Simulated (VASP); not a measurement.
# Br (I4_1/amd) in VASP: relaxation of shape and atoms at fixed volume with PBE

Aim: the relaxation of shape and atoms at fixed volume of Br with PBE.

Everything below comes from runs of VASP 6.6.1. Logs are shortened: lines on timing, memory, paths and dates and some standing lists are left out, and cuts for length are marked.

### 1 The cell of the first run

The structure is tetragonal, space group I4_1/amd (No. 141). Conventional cell: a = 4.755 Å, b = 4.755 Å, c = 3.253 Å, α = 90.00°, β = 90.00°, γ = 90.00°. Br (site symmetry -4m2) has 10 Br at 2.51 to 3.41 Å within 3.5 Å.

### 2 Relaxation of shape and atoms at fixed volume, PBE

INCAR reads:

```
SYSTEM = Br
ALGO     = Normal         ! electronic algorithm
EDIFF    = 1E-6           ! SCF threshold, eV
EDIFFG   = -0.005         ! ionic threshold
ENCUT    = 600            ! plane-wave cutoff, eV
GGA      = PE             ! functional
IBRION   = 2              ! ionic algorithm
ISIF     = 4              ! what is computed and relaxed
ISMEAR   = -1             ! smearing method
LASPH    = .True.         ! aspherical terms in the spheres
LCHARG   = .False.        ! write CHGCAR
LREAL    = .False.        ! projectors in reciprocal space
LWAVE    = .False.        ! write WAVECAR
NELM     = 100            ! most SCF steps
NSW      = 50             ! ionic steps
PREC     = Accurate       ! precision mode
SIGMA    = 0.1            ! smearing width, eV
```

KPOINTS reads:

```
k-points
0
Gamma
  13 13 13
  0 0 0
```

POSCAR reads:

```
Br
1.0
   -2.3772702181      2.3772702181      1.6263703514
    2.3772702181     -2.3772702181      1.6263703514
    2.3772702181      2.3772702181     -1.6263703514
Br
2
Direct
   -0.3750000000     -0.1250000000     -0.2500000000
    0.3750000000      0.1250000000      0.2500000000
```

Potentials or basis: VASP PAW PBE potentials, release 64 (Br).

Launch:

```
cat potpaw_PBE.64/Br/POTCAR > POTCAR
mpirun -np 1 vasp_std > vasp.out
```

OUTCAR:

```text
SYSTEM = Br
   EDIFF = 1E-6
   EDIFFG = -0.005
   ENCUT = 600
   GGA = PE
   IBRION = 2
   ISIF = 4
   ISMEAR = -1
   LASPH = .True.
   LREAL = .False.
   NELM = 100
   NSW = 50
   PREC = Accurate

 ion  position               nearest neighbor table
   1  0.625  0.875  0.750-   2 2.51   2 2.51   2 2.51   2 2.51
   2  0.375  0.125  0.250-   1 2.51   1 2.51   1 2.51   1 2.51

  LATTYP: Found a body centered tetragonal cell.
 ALAT       =     4.7545404362
 C/A-ratio  =     0.6841335659

  Lattice vectors:

 A1 = (  -2.3772702181,   2.3772702181,   1.6263703514)
 A2 = (   2.3772702181,  -2.3772702181,   1.6263703514)
 A3 = (   2.3772702181,   2.3772702181,  -1.6263703514)

Analysis of symmetry for initial positions (statically):
=====================================================================
 Subroutine PRICEL returns:
 Original cell was already a primitive cell.

 Routine SETGRP: Setting up the symmetry group for a
 body centered tetragonal supercell.

 Subroutine GETGRP returns: Found 16 space group operations
 (whereof  4 operations were pure point group operations)
 out of a pool of 16 trial point group operations.

The static configuration has the point symmetry C_2h.
 The point group associated with its full space group is D_4h.

Analysis of symmetry for dynamics (positions and initial velocities):
=====================================================================
 Subroutine PRICEL returns:
 Original cell was already a primitive cell.

 Routine SETGRP: Setting up the symmetry group for a
 body centered tetragonal supercell.

 Subroutine GETGRP returns: Found 16 space group operations
 (whereof  4 operations were pure point group operations)
 out of a pool of 16 trial point group operations.

The dynamic configuration has the point symmetry C_2h.
 The point group associated with its full space group is D_4h.

 Subroutine INISYM returns: Found 16 space group operations
 (whereof  4 operations are pure point group operations),
 and found     1 'primitive' translations

----------------------------------------------------------------------------------------

                                     Primitive cell

  volume of cell :      36.7652

  direct lattice vectors                    reciprocal lattice vectors
    -2.377270218  2.377270218  1.626370351     0.000000000  0.210325270  0.307433051
     2.377270218 -2.377270218  1.626370351     0.210325270  0.000000000  0.307433051
     2.377270218  2.377270218 -1.626370351     0.210325270  0.210325270  0.000000000

  length of vectors
     3.734689800  3.734689800  3.734689800     0.372494027  0.372494027  0.297444849

  position of ions in fractional coordinates (direct lattice)
     0.625000000  0.875000000  0.750000000
     0.375000000  0.125000000  0.250000000

  ion indices of the primitive-cell ions
   primitive index   ion index
                 1           1
                 2           2

----------------------------------------------------------------------------------------

 KPOINTS: k-points

Automatic generation of k-mesh.
 Grid dimensions read from file:
 generate k-points for:   13   13   13

 Generating k-lattice:

  Cartesian coordinates                     Fractional coordinates (reciprocal lattice)
     0.000000000  0.016178867  0.023648696     0.076923077 -0.000000000  0.000000000
     0.016178867  0.000000000  0.023648696    -0.000000000  0.076923077  0.000000000
     0.016178867  0.016178867  0.000000000     0.000000000  0.000000000  0.076923077

  Length of vectors
     0.028653387  0.028653387  0.022880373

  Shift w.r.t. Gamma in fractional coordinates (k-lattice)
     0.000000000  0.000000000  0.000000000

 Subroutine IBZKPT returns following result:
 ===========================================

 Found    196 irreducible k-points:

 Following reciprocal coordinates:
            Coordinates               Weight
  0.000000  0.000000  0.000000      1.000000
  0.076923  0.000000  0.000000      8.000000
  0.153846  0.000000 -0.000000      8.000000
  0.230769  0.000000 -0.000000      8.000000
  0.307692  0.000000 -0.000000      8.000000
  0.384615 -0.000000  0.000000      8.000000
[... 16 lines left out ...]
  0.384615  0.153846  0.000000     16.000000
  0.461538  0.153846  0.000000     16.000000
 [... further k-points ...]
   k-points           NKPTS =    196   k-points in BZ     NKDIM =    196   number of bands    NBANDS=     11
   number of dos      NEDOS =    301   number of ions     NIONS =      2
   total plane-waves  NPLWV =  27000
   dimension x,y,z NGX =    30 NGY =   30 NGZ =   30
   dimension x,y,z NGXF=    60 NGYF=   60 NGZF=   60
   ions per type =               2
   NGX,Y,Z   is equivalent  to a cutoff of  13.35, 13.35, 13.35 a.u.
   NGXF,Y,Z  is equivalent  to a cutoff of  26.71, 26.71, 26.71 a.u.
 SYSTEM =  Br
   PREC   = accura    normal or accurate (medium, high low for compatibility)
   ISTART =      0    job   : 0-new  1-cont  2-samecut
   ICHARG =      2    charge: 1-file 2-atom 10-const
   ISPIN  =      1    spin polarized calculation?
   LNONCOLLINEAR =      F non collinear calculations
   LSORBIT =      F    spin-orbit coupling
   LASPH  =      T    aspherical Exc in radial PAW
   ENCUT  =  600.0 eV  44.10 Ry    6.64 a.u.   7.46  7.46  7.46*2*pi/ulx,y,z
   NELM   =    100;   NELMIN=  2; NELMDL= -5     # of ELM steps
   EDIFF  = 0.1E-05   stopping-criterion for ELM
   LREAL  =      F    real-space projection
   EDIFFG = -.5E-02   stopping-criterion for IOM
   NSW    =     50    number of steps for IOM
   IBRION =      2    ionic relax: 0-MD 1-quasi-New 2-CG
   NFREE  =      1    steps in history (QN), initial steepest desc. (CG)
   ISIF   =      4    stress and relaxation
   ISYM   =      2    0-nonsym 1-usesym 2-fastsym
   POTIM  = 0.5000    time-step for ionic-motion
   TEBEG  =    0.0;   TEEND  =   0.0 temperature during run
   PSTRESS=    0.0 pullay stress
   NELECT =      14.0000    total number of electrons
   NUPDOWN=      -1.0000    fix difference up-down
   EMIN   =  10.00;   EMAX   =-10.00  energy-range for DOS
   EFERMI =   0.00;   METHOD = LEGACY
   ISMEAR =    -1;   SIGMA  =   0.10  broadening in eV -4-tet -1-fermi 0-gaus
   EFERMI_NEDOS =   21; number of points for ismear=-14 and -15
   IALGO  =     38    algorithm
   IMIX   =      4    mixing-type and parameters
     AMIX     =   0.40;   BMIX     =  1.00
     AMIX_MAG =   1.60;   BMIX_MAG =  1.00
  volume/ion in A,a.u.               =      18.38       124.05
  Fermi-wavevector in a.u.,A,eV,Ry     =   1.186603  2.242354 19.157356  1.408026
  Thomas-Fermi vector in A             =   2.322772
   LORBIT       =      0    0 simple, 1 ext, 2 COOP (PROOUT), +10 PAW based schemes
   GGA     = PE    functional components
   LHFCALC =     F    Hartree Fock is set to
   AEXX    =    0.0000 exact exchange contribution
   IVDW    =     0    specifies the selected vdW correction
   LEPSILON=     F    determine dielectric tensor
   LRPA    =     F    only Hartree local field effects (RPA)
 conjugate gradient relaxation of ions
 non-spin polarized calculation
  energy-cutoff  :      600.00
  volume of cell :       36.77
 maximum number of plane-waves:      1259
 NGX is ok and might be reduce to    30
   NGX = 15   NGY = 15   NGZ = 15

--------------------------------------- Ionic step        1  -------------------------------------------

 number of electron      13.9999997 magnetization

 Free energy of the ion-electron system (eV)
  ---------------------------------------------------
  ext. energy  EPLUGINS =         0.00000000
  ---------------------------------------------------
  free energy    TOTEN  =         0.05493212 eV

  energy without entropy =        0.11585672  energy(sigma->0) =        0.08539442

------------------------ aborting loop because EDIFF is reached ----------------------------------------

  FORCE on cell =-STRESS in cart. coord.  units (eV):
  Direction    XX          YY          ZZ          XY          YZ          ZX
  --------------------------------------------------------------------------------------
  -------------------------------------------------------------------------------------
  Total       13.5296774     13.5296774      5.6678568      0.0000000     -0.0000000      0.0000000
  in kB      589.6054454    589.6054454    246.9977017      0.0000000     -0.0000000      0.0000000
  external PRESSURE =     475.4028642 kB  Pullay stress =       0.0000000 kB
[... 89 lines left out ...]
  FREE ENERGIE OF THE ION-ELECTRON SYSTEM (eV)
  ---------------------------------------------------
  free  energy   TOTEN  =        -0.3459925714 eV

  energy  without entropy=       -0.2827358814  energy(sigma->0) =       -0.31436423

[... ionic steps 4 to 7 ...]

--------------------------------------- Ionic step        8  -------------------------------------------

 number of electron      14.0000001 magnetization

------------------------ aborting loop because EDIFF is reached ----------------------------------------

  FORCE on cell =-STRESS in cart. coord.  units (eV):
  Direction    XX          YY          ZZ          XY          YZ          ZX
  --------------------------------------------------------------------------------------
  -------------------------------------------------------------------------------------
  Total        9.7162915      9.7162915      9.8556038      0.0000000      0.0000000      0.0000000
  in kB      423.4231307    423.4231307    429.4941767      0.0000000      0.0000000      0.0000000
  external PRESSURE =     425.4468127 kB  Pullay stress =       0.0000000 kB
[... 57 lines left out ...]
  energy  without entropy=       -0.4571941873  energy(sigma->0) =       -0.48649114

--------------------------------------- Ionic step       10  -------------------------------------------

 number of electron      14.0000000 magnetization

 Free energy of the ion-electron system (eV)
  ---------------------------------------------------
  ext. energy  EPLUGINS =         0.00000000
  ---------------------------------------------------
  free energy    TOTEN  =        -0.51579400 eV

  energy without entropy =       -0.45729688  energy(sigma->0) =       -0.48654544

 E-fermi :   6.7492     XC(G=0): -10.9162

 val. band max:        6.7459234469   @ k =  -0.2308   0.4615   0.0769
 cond. band min:       6.7532053991   @ k =  -0.4615   0.1538  -0.0000
 fundamental gap:      0.0072819522
 Fermi energy:         6.7491552684

 k-point     1 :       0.0000    0.0000    0.0000
  band No.  band energies     occupation
      1     -12.6141      2.00000
      2      -8.7559      2.00000
      3      -0.0354      2.00000
      4      -0.0354      2.00000
      5       6.2217      1.98981
      6       6.2217      1.98981
      7       9.3229      0.00000
      8       9.7237      0.00000
      9       9.7674      0.00000
     10      13.9880      0.00000
     11      14.4396      0.00000
[... 309 lines left out ...]
 k-point    24 :       0.4615    0.1538    0.0000
  band No.  band energies     occupation
      1      -8.9821      2.00000
      2      -7.6908      2.00000
      3      -0.8346      2.00000
      4       0.6277      2.00000
      5       1.7096      2.00000
      6       3.6188      2.00000
      7       5.3980      2.00000
      8       6.7903      0.79717
      9      12.9699      0.00000
     10      13.9931      0.00000
     11      15.1593      0.00000

 [... further k-points ...]

------------------------ aborting loop because EDIFF is reached ----------------------------------------

  FORCE on cell =-STRESS in cart. coord.  units (eV):
  Direction    XX          YY          ZZ          XY          YZ          ZX
  --------------------------------------------------------------------------------------
  -------------------------------------------------------------------------------------
  Total        9.7148721      9.7148721      9.7115273     -0.0000000     -0.0000000     -0.0000000
  in kB      423.3612745    423.3612745    423.2155134     -0.0000000     -0.0000000     -0.0000000
  external PRESSURE =     423.3126875 kB  Pullay stress =       0.0000000 kB
[... 17 lines left out ...]
  FREE ENERGIE OF THE ION-ELECTRON SYSTEM (eV)
  ---------------------------------------------------
  free  energy   TOTEN  =        -0.5157939999 eV

  energy  without entropy=       -0.4572968783  energy(sigma->0) =       -0.48654544

 reached required accuracy - stopping structural energy minimisation
```

Run time: 5.2 min. Hardware: 1 thread of Intel Xeon Platinum 8488C (Sapphire Rapids), shared host; peak memory 0.23 GiB.

Results:

* Free energy: -0.5158 eV
* Energy gained by relaxing: 285.4 meV/atom
* Ionic steps: 10
* Pressure after relaxing: 42.3 GPa
* Band gap on the k mesh: zero (bands 7 and 8 overlap by 5.40 eV)

The path:
```
step  energy change (eV)  largest force (eV/Å)  pressure (GPa)  volume (Å³)
   1              0.0000                0.0000           47.54        36.77
   2             -0.3896                0.0000           40.67        36.77
   3             -0.4009                0.0000           40.31        36.77
   4             -0.4419                0.0000           39.80        36.77
   5             -0.5400                0.0000           40.69        36.77
   6             -0.4470                0.0000           50.70        36.77
   7             -0.5706                0.0000           42.19        36.77
   8             -0.5705                0.0000           42.54        36.77
   9             -0.5707                0.0000           42.37        36.77
  10             -0.5707                0.0000           42.33        36.77
```

Final structure:
```cif
data_structure
_symmetry_space_group_name_H-M 'P 1'
_symmetry_Int_Tables_number 1
_cell_length_a 4.0227
_cell_length_b 4.0227
_cell_length_c 4.0227
_cell_angle_alpha 95.625
_cell_angle_beta 95.625
_cell_angle_gamma 143.510
_cell_volume 36.77
loop_
_atom_site_label
_atom_site_type_symbol
_atom_site_fract_x
_atom_site_fract_y
_atom_site_fract_z
_atom_site_occupancy
Br1 Br 0.62500 0.87500 0.75000 1
Br2 Br 0.37500 0.12500 0.25000 1
```
